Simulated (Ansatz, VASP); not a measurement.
# Hf in VASP and in Ansatz

```
Hf
1.0
     0.00000    2.22000    2.22000
     2.22000    0.00000    2.22000
     2.22000    2.22000    0.00000
Hf
1
Direct
  0.00000 0.00000 0.00000
```

Alike in both runs: functional PBEsol; k mesh 8 × 8 × 8; occupations fermi-dirac, width 0.05 eV; no spin polarisation.

|  | VASP | Ansatz |
| --- | --- | --- |
| version | VASP 6.6.1 | Ansatz 0.2.0 |
| potentials or method | VASP PAW PBE potentials, release 64 (Hf_pv), cutoff 520 eV | all-electron LAPW, scalar-relativistic |
| task | single point | band structure |

Ansatz gave:

- gap on the k mesh at the Fermi level (eV): none
- pressure (GPa): -1.5

**Question.** Which values does VASP return?

**Answer.** gap on the k mesh at the Fermi level (eV): none; pressure (GPa): -2.0.

VASP's potentials were made for PBE, not for PBEsol. A gap of «none» marks a metal or a gap that the smearing closes. Ansatz ran all-electron here, and VASP with PAW potentials.

Neither program's run includes spin-orbit coupling. Noted on Ansatz's run: the k mesh is thin for a metal, which can move the energy by tens of meV per atom.
